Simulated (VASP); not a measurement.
# MgO (Fm-3m) in VASP: notebook

The runs below take MgO through single point, with PBE.

All numbers are computed with VASP 6.6.1; they aren't measurements. Logs are shortened: lines on timing, memory, paths and dates and some standing lists are left out, and cuts for length are marked.

### 1 The cell of the first run

It takes space group Fm-3m (No. 225, cubic). Conventional cell: a = 4.217 Å, b = 4.217 Å, c = 4.217 Å, α = 90.00°, β = 90.00°, γ = 90.00°. Within 2.8 Å of Mg (site symmetry m-3m) lie 6 O at 2.11 Å. Within 2.8 Å of O (site symmetry m-3m) lie 6 Mg at 2.11 Å.

### 2 Single point, PBE

INCAR

```
PREC = Accurate
ENCUT = 600
EDIFF = 1E-6
ISMEAR = 0
SIGMA = 0.01
LREAL = F
LASPH = T
NELM = 120
ALGO = Normal
ISIF = 2
LWAVE = F
LCHARG = F
GGA = PE
NBANDS = 11
GGA_COMPAT = F
```

KPOINTS

```
Automatic mesh
0
Gamma
  3 3 3
```

POSCAR

```
MgO
1.0
    0.0000000000      2.1085000000      2.1085000000
    2.1085000000      0.0000000000      2.1085000000
    2.1085000000      2.1085000000      0.0000000000
Mg O
1 1
Direct
    0.0000000000      0.0000000000      0.0000000000
    0.5000000000      0.5000000000      0.5000000000
```

Potentials or basis: VASP PAW PBE potentials, release 64 (Mg, O).

Run with:

```bash
$ cat potpaw_PBE.64/Mg/POTCAR potpaw_PBE.64/O/POTCAR > POTCAR
$ mpirun -np 1 vasp_std > vasp.out
```

OUTCAR:

```text
PREC = Accurate
   ENCUT = 600
   EDIFF = 1E-6
   ISMEAR = 0
   LREAL = F
   LASPH = T
   NELM = 120
   ISIF = 2
   GGA = PE

 ion  position               nearest neighbor table
   1  0.000  0.000  0.000-   2 2.11   2 2.11   2 2.11   2 2.11   2 2.11   2 2.11
   2  0.500  0.500  0.500-   1 2.11   1 2.11   1 2.11   1 2.11   1 2.11   1 2.11

  LATTYP: Found a face centered cubic cell.
 ALAT       =     4.2170000000

  Lattice vectors:

 A1 = (   0.0000000000,   2.1085000000,   2.1085000000)
 A2 = (   2.1085000000,   0.0000000000,   2.1085000000)
 A3 = (   2.1085000000,   2.1085000000,   0.0000000000)

Analysis of symmetry for initial positions (statically):
=====================================================================
 Subroutine PRICEL returns:
 Original cell was already a primitive cell.

 Routine SETGRP: Setting up the symmetry group for a
 face centered cubic supercell.

 Subroutine GETGRP returns: Found 48 space group operations
 (whereof 48 operations were pure point group operations)
 out of a pool of 48 trial point group operations.

The static configuration has the point symmetry O_h .

Analysis of symmetry for dynamics (positions and initial velocities):
=====================================================================
 Subroutine PRICEL returns:
 Original cell was already a primitive cell.

 Routine SETGRP: Setting up the symmetry group for a
 face centered cubic supercell.

 Subroutine GETGRP returns: Found 48 space group operations
 (whereof 48 operations were pure point group operations)
 out of a pool of 48 trial point group operations.

The dynamic configuration has the point symmetry O_h .

 Subroutine INISYM returns: Found 48 space group operations
 (whereof 48 operations are pure point group operations),
 and found     1 'primitive' translations

----------------------------------------------------------------------------------------

                                     Primitive cell

  volume of cell :      18.7478

  direct lattice vectors                    reciprocal lattice vectors
     0.000000000  2.108500000  2.108500000    -0.237135404  0.237135404  0.237135404
     2.108500000  0.000000000  2.108500000     0.237135404 -0.237135404  0.237135404
     2.108500000  2.108500000  0.000000000     0.237135404  0.237135404 -0.237135404

  length of vectors
     2.981869296  2.981869296  2.981869296     0.410730569  0.410730569  0.410730569

  position of ions in fractional coordinates (direct lattice)
     0.000000000  0.000000000  0.000000000
[... 57 lines left out ...]
   EDIFF  = 0.1E-05   stopping-criterion for ELM
   LREAL  =      F    real-space projection
[... 7 lines left out ...]
   TEBEG  =    0.0;   TEEND  =   0.0 temperature during run
   PSTRESS=    0.0 pullay stress
   NELECT =       8.0000    total number of electrons
   NUPDOWN=      -1.0000    fix difference up-down
   EMIN   =  10.00;   EMAX   =-10.00  energy-range for DOS
   EFERMI =   0.00;   METHOD = LEGACY
   ISMEAR =     0;   SIGMA  =   0.01  broadening in eV -4-tet -1-fermi 0-gaus
   EFERMI_NEDOS =   21; number of points for ismear=-14 and -15
   IALGO  =     38    algorithm
   IMIX   =      4    mixing-type and parameters
     AMIX     =   0.40;   BMIX     =  1.00
     AMIX_MAG =   1.60;   BMIX_MAG =  1.00
  volume/ion in A,a.u.               =       9.37        63.26
  Fermi-wavevector in a.u.,A,eV,Ry     =   1.232503  2.329092 20.668107  1.519063
  Thomas-Fermi vector in A             =   2.367270
   LORBIT       =      0    0 simple, 1 ext, 2 COOP (PROOUT), +10 PAW based schemes
   GGA     = PE    functional components
   LHFCALC =     F    Hartree Fock is set to
   AEXX    =    0.0000 exact exchange contribution
   IVDW    =     0    specifies the selected vdW correction
   LEPSILON=     F    determine dielectric tensor
   LRPA    =     F    only Hartree local field effects (RPA)
 non-spin polarized calculation
 Gauss-broadening in eV      SIGMA  =   0.01
  energy-cutoff  :      600.00
  volume of cell :       18.75
 maximum number of plane-waves:       634
   NGX = 11   NGY = 11   NGZ = 11

 number of electron       8.0000005 magnetization

 Free energy of the ion-electron system (eV)
  ---------------------------------------------------
  ext. energy  EPLUGINS =         0.00000000
  ---------------------------------------------------
  free energy    TOTEN  =       -11.81885781 eV

  energy without entropy =      -11.81885781  energy(sigma->0) =      -11.81885781

 E-fermi :   3.3199     XC(G=0): -11.0450

 val. band max:        3.2407569552   @ k =   0.0000   0.0000   0.0000
 cond. band min:       7.8911570128   @ k =   0.0000   0.0000   0.0000
 fundamental gap:      4.6504000577
 Fermi energy:         3.3198511838

 k-point     1 :       0.0000    0.0000    0.0000
  band No.  band energies     occupation
      1     -14.0147      2.00000
      2       3.2408      2.00000
      3       3.2408      2.00000
      4       3.2408      2.00000
      5       7.8912      0.00000
      6      18.9539      0.00000
      7      18.9539      0.00000
      8      18.9539      0.00000
      9      22.8716      0.00000
     10      24.6278      0.00000
     11      24.6278      0.00000
[... 29 lines left out ...]
 k-point     4 :      -0.3333    0.3333    0.0000
  band No.  band energies     occupation
      1     -12.5012      2.00000
      2       0.0046      2.00000
      3       0.1640      2.00000
      4       2.2387      2.00000
      5      13.4743      0.00000
      6      15.3915      0.00000
      7      15.6517      0.00000
      8      20.9019      0.00000
      9      21.9552      0.00000
     10      26.3364      0.00000
     11      30.6427      0.00000

------------------------ aborting loop because EDIFF is reached ----------------------------------------

  FORCE on cell =-STRESS in cart. coord.  units (eV):
  Direction    XX          YY          ZZ          XY          YZ          ZX
  --------------------------------------------------------------------------------------
  -------------------------------------------------------------------------------------
  Total        0.4180308      0.4180308      0.4180308      0.0000000      0.0000000     -0.0000000
  in kB       35.7246548     35.7246548     35.7246548      0.0000000      0.0000000     -0.0000000
  external PRESSURE =      35.7246548 kB  Pullay stress =       0.0000000 kB

 VOLUME and BASIS-vectors are now :
 -----------------------------------------------------------------------------
  energy-cutoff  :      600.00
  volume of cell :       18.75
      direct lattice vectors                 reciprocal lattice vectors
     0.000000000  2.108500000  2.108500000    -0.237135404  0.237135404  0.237135404
     2.108500000  0.000000000  2.108500000     0.237135404 -0.237135404  0.237135404
     2.108500000  2.108500000  0.000000000     0.237135404  0.237135404 -0.237135404

 POSITION                                       TOTAL-FORCE (eV/Angst)
 -----------------------------------------------------------------------------------
      0.00000      0.00000      0.00000        -0.000000     -0.000000     -0.000000
      2.10850      2.10850      2.10850         0.000000      0.000000      0.000000
 -----------------------------------------------------------------------------------
    total drift:                               -0.000000     -0.000000      0.000000

  FREE ENERGIE OF THE ION-ELECTRON SYSTEM (eV)
  ---------------------------------------------------
  free  energy   TOTEN  =       -11.8188578141 eV

  energy  without entropy=      -11.8188578141  energy(sigma->0) =      -11.81885781
```

stdout:

```text
POSCAR found type information on POSCAR MgO
 POSCAR found :  2 types and       2 ions
 scaLAPACK will be used
 LDA part: xc-table for (Slater+PW92), standard interpolation
 POSCAR, INCAR and KPOINTS ok, starting setup
 FFT: planning ... GRIDC
 FFT: planning ... GRID_SOFT
 FFT: planning ... GRID
 WAVECAR not read
 entering main loop
```

Wall time 1.8 s (1 thread of Intel Xeon 6975P-C (Granite Rapids), shared host); peak memory 0.13 GiB.

What came out:

* Free energy: -11.8189 eV
* Pressure: 3.6 GPa
* Band gap on the k mesh: 4.65 eV

Levels at points of the mesh, in eV from the valence-band top:
```
           k point  band 1  band 2  band 3  band 4  band 5  band 6  band 7  band 8  band 9
(0.00, 0.00, 0.00)  -17.26    0.00    0.00    0.00    4.65   15.71   15.71   15.71   19.63
```

Caveat: the k points lie up to 0.86 Å⁻¹ apart.

### 3 Single point, PBE

INCAR

```
SYSTEM = MgO
ALGO     = Normal         ! electronic algorithm
EDIFF    = 1E-6           ! SCF threshold, eV
ENCUT    = 600            ! plane-wave cutoff, eV
GGA      = PE             ! functional
GGA_COMPAT= .FALSE.      
ISIF     = 2              ! what is computed and relaxed
ISMEAR   = 0              ! smearing method
LASPH    = .TRUE.         ! aspherical terms in the spheres
LCHARG   = .TRUE.         ! write CHGCAR
LELF     = .TRUE.         ! ELF
LREAL    = .FALSE.        ! projectors in reciprocal space
LVHAR    = .TRUE.       
LWAVE    = .FALSE.        ! write WAVECAR
NBANDS   = 11             ! bands
NELM     = 120            ! most SCF steps
PREC     = Accurate       ! precision mode
SIGMA    = 0.01           ! smearing width, eV
```

KPOINTS

```
k-points
0
G
  4 4 4
  0 0 0
```

POSCAR is that of step 2.

Potentials or basis: VASP PAW PBE potentials, release 64 (Mg, O).

Run with:

```bash
$ cat potpaw_PBE.64/Mg/POTCAR potpaw_PBE.64/O/POTCAR > POTCAR
$ mpirun -np 1 vasp_std > vasp.out
```

Wall time 2.3 s (1 thread of Intel Xeon 6975P-C (Granite Rapids), shared host); peak memory 0.13 GiB.

The run converged. Its results:

| Item | Value |
| --- | --- |
| Free energy | -11.8977 eV |
| Pressure | 3.1 GPa |
| Band gap on the k mesh | 4.69 eV |

Levels at points of the mesh, in eV from the valence-band top:
```csv
k point,band 1,band 2,band 3,band 4,band 5,band 6,band 7,band 8,band 9
"(0.00, 0.00, 0.00)",-17.25,0.00,0.00,0.00,4.69,15.77,15.77,15.77,19.68
"(0.50, 0.00, 0.00)",-15.97,-4.61,-0.65,-0.65,7.87,12.56,16.26,16.26,20.83
"(0.50, 0.50, 0.00)",-15.71,-4.07,-1.35,-1.35,9.11,9.92,13.06,18.91,18.91
```

Caveat: the k points lie up to 0.65 Å⁻¹ apart.

(Part 1 of 2 ends here.)
